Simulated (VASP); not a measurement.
Set up this calculation in VASP 6.6.1, as the native input.

```yaml
Task: single point
Functional: LDA
Potentials_or_basis: VASP PAW LDA potentials, release 64 (Rb_sv, Br)
Cutoff: 520 eV
k_mesh: 6 × 6 × 6
Occupations: gaussian, width 0.01 eV
Spin: no spin polarisation
Dipole_correction: no
Further_INCAR_settings: ALGO = Normal; EDIFF = 1e-06; NBANDS = 15
```

The structure of RbBr lies in POSCAR:

```
RbBr
1.0
    3.8016892018      0.0000000000      0.0000000000
    0.0000000000      3.8016892018      0.0000000000
    0.0000000000      0.0000000000      3.8016892018
Rb Br
1 1
Direct
    0.0000000000      0.0000000000      0.0000000000
    0.5000000000      0.5000000000      0.5000000000
```

The input as run:

INCAR

```
SYSTEM = RbBr
ALGO = Normal
EDIFF = 1E-6
ENCUT = 520
GGA = CA
ISIF = 2
ISMEAR = 0
LASPH = .True.
LCHARG = .True.
LELF = .True.
LREAL = .False.
LVHAR = .True.
LWAVE = .False.
NBANDS = 15
NELM = 80
PREC = Accurate
SIGMA = 0.01
```

KPOINTS

```
k-points
0
Gamma
  6 6 6
  0 0 0
```

Potentials or basis: VASP PAW LDA potentials, release 64 (Rb_sv, Br).

Launch:

```console
$ cat potpaw_LDA.64/Rb_sv/POTCAR potpaw_LDA.64/Br/POTCAR > POTCAR
$ mpirun -np 1 vasp_std > vasp.out
```

It gave:

* Pressure: 4.1 GPa
* Band gap on the k mesh: 4.74 eV (least direct gap 4.87 eV)

Caveat: the cell stands under pressure.

It took 5 s on 1 thread of Intel(R) Xeon(R) 6975P-C (Granite Rapids), with other jobs on the host, peak memory 0.14 GiB.
